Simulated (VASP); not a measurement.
# Y3NbN4 (P6mm) in VASP: further runs

The runs below take Y3NbN4 through single point, with PBE.

Everything below comes from runs of VASP 6.6.1. Logs are shortened: lines on timing, memory, paths and dates and some standing lists are left out, and cuts for length are marked.

## (1) The cell of the first run

Symmetry: P6mm, No. 183, hexagonal system. Conventional cell: a = 6.971 Å, b = 6.971 Å, c = 5.122 Å, α = 90.00°, β = 90.00°, γ = 120.00°. Y (site symmetry 2mm) has 2 N at 2.16 Å within 2.9 Å. Nb (site symmetry 6mm) has 2 N at 1.95 to 1.96 Å within 2.6 Å. N (site symmetry 3m) has 3 Y at 2.16 Å within 2.9 Å. Within 1.6 Å of N (site symmetry 6mm) lie 1 N at 1.21 Å. N (site symmetry 6mm) has 1 N at 1.21 Å within 1.6 Å.

The cell was generated, and may not be a known phase.

## (2) Single point, PBE

INCAR reads:

```
PREC = Accurate ; ENCUT = 520
EDIFF = 1E-7 ; ISMEAR = 0
SIGMA = 0.1 ; LREAL = F
LASPH = T ; NELM = 80
ALGO = Normal ; ISIF = 2
LWAVE = F ; LCHARG = F
GGA = PE ; NBANDS = 43
```

KPOINTS reads:

```
regular mesh
0
Gamma
  6 6 4
```

POSCAR reads:

```
Y3NbN4
1.0
    6.9710829171     -0.0000000037      0.0000000000
   -3.4855414553      6.0371348999      0.0000000000
    0.0000000000      0.0000000000      5.1219466887
Y Nb N
3 1 4
Direct
    0.5000000000      0.0000000000      0.6525350059
    0.0000000000      0.5000000000      0.6525350059
    0.5000000000      0.5000000000      0.6525350059
    0.0000000000      0.0000000000      0.5654305696
    0.3333333333      0.6666666667      0.8052641044
    0.6666666667      0.3333333333      0.8052641044
    0.0000000000      0.0000000000      1.1829442782
    0.0000000000      0.0000000000      0.9469204357
```

Potentials or basis: VASP PAW PBE potentials, release 64 (Y_sv, Nb_sv, N).

On the command line:

```sh
cat potpaw_PBE.64/Y_sv/POTCAR potpaw_PBE.64/Nb_sv/POTCAR potpaw_PBE.64/N/POTCAR > POTCAR
mpirun -np 1 vasp_std > vasp.out
```

OUTCAR:

```text
PREC = Accurate
   ENCUT = 520
   EDIFF = 1E-7
   ISMEAR = 0
   LREAL = F
   LASPH = T
   NELM = 80
   ISIF = 2
   GGA = PE

 ion  position               nearest neighbor table
   1  0.500  0.000  0.653-   5 2.16   6 2.16   3 3.49   3 3.49   2 3.49   2 3.49   4 3.51   4 3.51

   2  0.000  0.500  0.653-   5 2.16   6 2.16   1 3.49   1 3.49   3 3.49   3 3.49   4 3.51   4 3.51

   3  0.500  0.500  0.653-   5 2.16   6 2.16   1 3.49   1 3.49   2 3.49   2 3.49   4 3.51   4 3.51

   4  0.000  0.000  0.565-   8 1.95   7 1.96   2 3.51   2 3.51   3 3.51   3 3.51   1 3.51   1 3.51

   5  0.333  0.667  0.805-   1 2.16   2 2.16   3 2.16
   6  0.667  0.333  0.805-   1 2.16   2 2.16   3 2.16
   7  0.000  0.000  0.183-   8 1.21   4 1.96
   8  0.000  0.000  0.947-   7 1.21   4 1.95

  LATTYP: Found a hexagonal cell.
 ALAT       =     6.9710829171
 C/A-ratio  =     0.7347418973

  Lattice vectors:

 A1 = (   6.9710829171,  -0.0000000037,   0.0000000000)
 A2 = (  -3.4855414553,   6.0371348999,   0.0000000000)
 A3 = (   0.0000000000,   0.0000000000,   5.1219466887)

Analysis of symmetry for initial positions (statically):
=====================================================================
 Subroutine PRICEL returns:
 Original cell was already a primitive cell.

 Routine SETGRP: Setting up the symmetry group for a
 hexagonal supercell.

 Subroutine GETGRP returns: Found 12 space group operations
 (whereof 12 operations were pure point group operations)
 out of a pool of 24 trial point group operations.

The static configuration has the point symmetry C_6v.

Analysis of symmetry for dynamics (positions and initial velocities):
=====================================================================
 Subroutine PRICEL returns:
 Original cell was already a primitive cell.

 Routine SETGRP: Setting up the symmetry group for a
 hexagonal supercell.

 Subroutine GETGRP returns: Found 12 space group operations
 (whereof 12 operations were pure point group operations)
 out of a pool of 24 trial point group operations.

The dynamic configuration has the point symmetry C_6v.

 Subroutine INISYM returns: Found 12 space group operations
 (whereof 12 operations are pure point group operations),
 and found     1 'primitive' translations

----------------------------------------------------------------------------------------

                                     Primitive cell

  volume of cell :     215.5590

  direct lattice vectors                    reciprocal lattice vectors
     6.971082917 -0.000000004  0.000000000     0.143449735  0.082820743  0.000000000
    -3.485541455  6.037134900  0.000000000     0.000000000  0.165641487  0.000000000
     0.000000000  0.000000000  5.121946689     0.000000000  0.000000000  0.195238268

  length of vectors
     6.971082917  6.971082917  5.121946689     0.165641487  0.165641487  0.195238268

  position of ions in fractional coordinates (direct lattice)
     0.500000000  0.000000000  0.652535006
     0.000000000  0.500000000  0.652535006
     0.500000000  0.500000000  0.652535006
     0.000000000  0.000000000  0.565430570
     0.333333333  0.666666667  0.805264104
     0.666666667  0.333333333  0.805264104
     0.000000000  0.000000000  0.182944278
     0.000000000  0.000000000  0.946920436

  ion indices of the primitive-cell ions
   primitive index   ion index
                 1           1
                 2           2
                 3           3
                 4           4
                 5           5
                 6           6
                 7           7
                 8           8

----------------------------------------------------------------------------------------

 KPOINTS: regular mesh

Automatic generation of k-mesh.
 Grid dimensions read from file:
 generate k-points for:    6    6    4

 Generating k-lattice:

  Cartesian coordinates                     Fractional coordinates (reciprocal lattice)
     0.023908289  0.013803457  0.000000000     0.166666667 -0.000000000  0.000000000
     0.000000000  0.027606914  0.000000000     0.000000000  0.166666667  0.000000000
     0.000000000  0.000000000  0.048809567     0.000000000  0.000000000  0.250000000

  Length of vectors
     0.027606914  0.027606914  0.048809567

  Shift w.r.t. Gamma in fractional coordinates (k-lattice)
     0.000000000  0.000000000  0.000000000

 Subroutine IBZKPT returns following result:
 ===========================================

 Found     21 irreducible k-points:

 Following reciprocal coordinates:
            Coordinates               Weight
  0.000000  0.000000  0.000000      1.000000
  0.166667  0.000000  0.000000      6.000000
  0.333333  0.000000  0.000000      6.000000
  0.500000  0.000000  0.000000      3.000000
  0.166667  0.166667  0.000000      6.000000
  0.333333  0.166667  0.000000     12.000000
[... 13 lines left out ...]
  0.333333  0.166667  0.500000     12.000000
  0.333333  0.333333  0.500000      2.000000
   k-points           NKPTS =     21   k-points in BZ     NKDIM =     21   number of bands    NBANDS=     43
   number of dos      NEDOS =    301   number of ions     NIONS =      8
   total plane-waves  NPLWV = 116640
   dimension x,y,z NGX =    54 NGY =   54 NGZ =   40
   dimension x,y,z NGXF=   108 NGYF=  108 NGZF=   80
   ions per type =               3   1   4
   NGX,Y,Z   is equivalent  to a cutoff of  12.88, 12.88, 12.98 a.u.
   NGXF,Y,Z  is equivalent  to a cutoff of  25.76, 25.76, 25.97 a.u.
 SYSTEM =  unknown system
   PREC   = accura    normal or accurate (medium, high low for compatibility)
   ISTART =      0    job   : 0-new  1-cont  2-samecut
   ICHARG =      2    charge: 1-file 2-atom 10-const
   ISPIN  =      1    spin polarized calculation?
   LNONCOLLINEAR =      F non collinear calculations
   LSORBIT =      F    spin-orbit coupling
   LASPH  =      T    aspherical Exc in radial PAW
   ENCUT  =  520.0 eV  38.22 Ry    6.18 a.u.  12.96 12.96  9.52*2*pi/ulx,y,z
   NELM   =     80;   NELMIN=  2; NELMDL= -5     # of ELM steps
   EDIFF  = 0.1E-06   stopping-criterion for ELM
   LREAL  =      F    real-space projection
   EDIFFG = 0.1E-05   stopping-criterion for IOM
   NSW    =      0    number of steps for IOM
   IBRION =     -1    ionic relax: 0-MD 1-quasi-New 2-CG
   NFREE  =      0    steps in history (QN), initial steepest desc. (CG)
   ISIF   =      2    stress and relaxation
   ISYM   =      2    0-nonsym 1-usesym 2-fastsym
   POTIM  = 0.5000    time-step for ionic-motion
   TEBEG  =    0.0;   TEEND  =   0.0 temperature during run
   PSTRESS=    0.0 pullay stress
   NELECT =      66.0000    total number of electrons
   NUPDOWN=      -1.0000    fix difference up-down
   EMIN   =  10.00;   EMAX   =-10.00  energy-range for DOS
   EFERMI =   0.00;   METHOD = LEGACY
   ISMEAR =     0;   SIGMA  =   0.10  broadening in eV -4-tet -1-fermi 0-gaus
   EFERMI_NEDOS =   21; number of points for ismear=-14 and -15
   IALGO  =     38    algorithm
   IMIX   =      4    mixing-type and parameters
     AMIX     =   0.40;   BMIX     =  1.00
     AMIX_MAG =   1.60;   BMIX_MAG =  1.00
  volume/ion in A,a.u.               =      26.94       181.83
  Fermi-wavevector in a.u.,A,eV,Ry     =   1.103403  2.085129 16.565062  1.217498
  Thomas-Fermi vector in A             =   2.239860
   LORBIT       =      0    0 simple, 1 ext, 2 COOP (PROOUT), +10 PAW based schemes
   GGA     = PE    functional components
   LHFCALC =     F    Hartree Fock is set to
   AEXX    =    0.0000 exact exchange contribution
   IVDW    =     0    specifies the selected vdW correction
   LEPSILON=     F    determine dielectric tensor
   LRPA    =     F    only Hartree local field effects (RPA)
 non-spin polarized calculation
 Gauss-broadening in eV      SIGMA  =   0.10
  energy-cutoff  :      520.00
  volume of cell :      215.56
 maximum number of plane-waves:      5845
 NGX is ok and might be reduce to    54
   NGX = 25   NGY = 25   NGZ = 19

 number of electron      65.9999995 magnetization

 Free energy of the ion-electron system (eV)
  ---------------------------------------------------
  ext. energy  EPLUGINS =         0.00000000
  ---------------------------------------------------
  free energy    TOTEN  =       -63.89405962 eV

  energy without entropy =      -63.85594501  energy(sigma->0) =      -63.87500231

 E-fermi :   1.7472     XC(G=0):  -8.0226

 val. band max:        1.7421048806   @ k =   0.1667   0.1667   0.2500
 cond. band min:       1.7754367555   @ k =   0.3333   0.0000   0.0000
 fundamental gap:      0.0333318749
 Fermi energy:         1.7472004861

 k-point     1 :       0.0000    0.0000    0.0000
  band No.  band energies     occupation
      1     -52.8267      2.00000
      2     -40.5061      2.00000
      3     -40.4493      2.00000
      4     -40.4493      2.00000
      5     -29.1998      2.00000
      6     -28.8829      2.00000
[... 35 lines left out ...]
     42       5.2376      0.00000
     43       5.3602      0.00000

 k-point     2 :       0.1667    0.0000    0.0000
  band No.  band energies     occupation
      1     -52.8267      2.00000
      2     -40.5028      2.00000
      3     -40.4527      2.00000
      4     -40.4493      2.00000
      5     -29.1998      2.00000
      6     -28.8828      2.00000
[... 35 lines left out ...]
     42       5.1159      0.00000
     43       5.1991      0.00000

 k-point     3 :       0.3333    0.0000    0.0000
  band No.  band energies     occupation
      1     -52.8267      2.00000
      2     -40.4942      2.00000
      3     -40.4614      2.00000
      4     -40.4493      2.00000
      5     -29.1998      2.00000
      6     -28.8826      2.00000
[... 781 lines left out ...]
      6     -28.8820      2.00000
[... 35 lines left out ...]
     42       4.4076      0.00000
     43       4.9025      0.00000

 k-point    21 :       0.3333    0.3333    0.5000
  band No.  band energies     occupation
      1     -52.8267      2.00000
      2     -40.4777      2.00000
      3     -40.4777      2.00000
      4     -40.4492      2.00000
      5     -29.2160      2.00000
      6     -28.8817      2.00000
[... 35 lines left out ...]
     42       4.2251      0.00000
     43       5.0061      0.00000

------------------------ aborting loop because EDIFF is reached ----------------------------------------

  FORCE on cell =-STRESS in cart. coord.  units (eV):
  Direction    XX          YY          ZZ          XY          YZ          ZX
  --------------------------------------------------------------------------------------
  -------------------------------------------------------------------------------------
  Total        0.1253733      0.1253733     -0.0399289      0.0000000      0.0000000      0.0000000
  in kB        0.9318574      0.9318574     -0.2967782      0.0000000      0.0000000      0.0000000
  external PRESSURE =       0.5223122 kB  Pullay stress =       0.0000000 kB

 VOLUME and BASIS-vectors are now :
 -----------------------------------------------------------------------------
  energy-cutoff  :      520.00
  volume of cell :      215.56
      direct lattice vectors                 reciprocal lattice vectors
     6.971082917 -0.000000004  0.000000000     0.143449735  0.082820743  0.000000000
    -3.485541455  6.037134900  0.000000000     0.000000000  0.165641487  0.000000000
     0.000000000  0.000000000  5.121946689     0.000000000  0.000000000  0.195238268

 POSITION                                       TOTAL-FORCE (eV/Angst)
 -----------------------------------------------------------------------------------
      3.48554     -0.00000      3.34225        -0.000000      0.000000     -0.002424
     -1.74277      3.01857      3.34225        -0.000000      0.000000     -0.002424
      1.74277      3.01857      3.34225        -0.000000      0.000000     -0.002424
      0.00000      0.00000      2.89611        -0.000000      0.000000      0.003981
      0.00000      4.02476      4.12452         0.000000     -0.000000      0.002181
      3.48554      2.01238      4.12452        -0.000000      0.000000      0.002181
      0.00000      0.00000      0.93703        -0.000000      0.000000      0.328286
      0.00000      0.00000      4.85008        -0.000000      0.000000     -0.329355
 -----------------------------------------------------------------------------------
    total drift:                               -0.000000     -0.000000      0.000597

  FREE ENERGIE OF THE ION-ELECTRON SYSTEM (eV)
  ---------------------------------------------------
  free  energy   TOTEN  =       -63.8940596153 eV

  energy  without entropy=      -63.8559450062  energy(sigma->0) =      -63.87500231
```

It took 4.6 min on 1 thread of Intel Xeon Platinum 8124M at 3.00GHz (Skylake/Cascade Lake), shared host; peak memory 0.46 GiB.

What came out:

```
Free energy            : -63.8941 eV
Pressure               : 0.1 GPa
Largest force          : 0.329 eV/Å
Band gap on the k mesh : zero (bands 33 and 34 overlap by 0.76 eV)
```

Forces on the atoms (eV/Å):
```
Y    0.000  0.000 -0.002
Y    0.000  0.000 -0.002
Y    0.000  0.000 -0.002
Nb   0.000  0.000  0.004
N    0.000  0.000  0.002
N    0.000  0.000  0.002
N    0.000  0.000  0.328
N    0.000  0.000 -0.329
```

Caveat: the standard files for N, O and F lose accuracy on very short bonds.

## (3) Single point, PBE

This run uses another cell than the first one, of 27.06 Å³/atom.

INCAR reads:

```
SYSTEM = Y3NbN4
PREC     = Accurate       ! precision mode
ENCUT    = 520            ! plane-wave cutoff, eV
EDIFF    = 1E-6           ! SCF threshold, eV
ISMEAR   = 0              ! smearing method
SIGMA    = 0.1            ! smearing width, eV
LREAL    = .FALSE.        ! projectors in reciprocal space
LASPH    = .TRUE.         ! aspherical terms in the spheres
NELM     = 80             ! most SCF steps
ALGO     = Normal         ! electronic algorithm
ISIF     = 2              ! what is computed and relaxed
LWAVE    = .FALSE.        ! write WAVECAR
LCHARG   = .FALSE.        ! write CHGCAR
GGA      = PE             ! functional
NBANDS   = 43             ! bands
```

KPOINTS reads:

```
regular mesh
0
G
  6 6 8
  0 0 0
```

POSCAR reads:

```
Y3NbN4
1.0
    6.9845322580      0.0000000000      0.0000000000
   -3.4922661290      6.0487823690      0.0000000000
    0.0000000000      0.0000000000      5.1235954252
Y Nb N
3 1 4
Direct
    0.5000000000      0.0000000000      0.6570836696
    0.0000000000      0.5000000000      0.6570836696
    0.5000000000      0.5000000000      0.6570836696
    0.0000000000      0.0000000000      0.5588097097
    0.3333333333      0.6666666667      0.8082852969
    0.6666666667      0.3333333333      0.8082852969
    0.0000000000      0.0000000000      0.1764614201
    0.0000000000      0.0000000000      0.9403357777
```

Potentials or basis: VASP PAW PBE potentials, release 64 (Y_sv, Nb_sv, N).

On the command line:

```sh
cat potpaw_PBE.64/Y_sv/POTCAR potpaw_PBE.64/Nb_sv/POTCAR potpaw_PBE.64/N/POTCAR > POTCAR
mpirun -np 1 vasp_std > vasp.out
```

Run time: 6.9 min. Hardware: 1 thread of Intel Xeon Platinum 8124M at 3.00GHz (Skylake/Cascade Lake), shared host; peak memory 0.53 GiB.

Results (log left out):

- Free energy: -63.8466 eV
- Pressure: 0.0 GPa
- Largest force: 0.336 eV/Å
- Band gap on the k mesh: zero (bands 33 and 34 overlap by 0.73 eV)

Forces in eV/Å, atoms in the order of the input:
```
Y    0.000  0.000  0.001
Y    0.000  0.000  0.001
Y    0.000  0.000  0.001
Nb   0.000  0.000  0.002
N    0.000  0.000 -0.004
N    0.000  0.000 -0.004
N    0.000  0.000  0.336
N    0.000  0.000 -0.334
```

Stress tensor (GPa, compression positive):
```
-0.06  0.00  0.00
 0.00 -0.06  0.00
 0.00  0.00  0.04
```

Levels at points of the mesh, in eV from the Fermi level:
```tsv
k point	band 29	band 30	band 31	band 32	band 33	band 34	band 35	band 36	band 37	band 38
(0.00, 0.00, 0.00)	-1.77	-1.22	-1.22	-1.12	-0.30	-0.30	0.95	1.72	1.72	1.85
(0.50, 0.00, 0.00)	-1.61	-1.49	-1.46	-0.86	-0.05	-0.04	0.18	0.98	1.28	1.42
(0.00, 0.00, 0.50)	-1.59	-1.48	-0.29	-0.29	0.43	0.43	1.54	1.57	1.57	2.52
(0.50, 0.00, 0.50)	-1.34	-1.11	-0.57	0.05	0.09	0.17	1.44	1.51	1.87	2.06
```

Caveat: the standard files for N, O and F lose accuracy on very short bonds.

The gap in the log of VASP goes by the Fermi energy; the results here count the filled bands.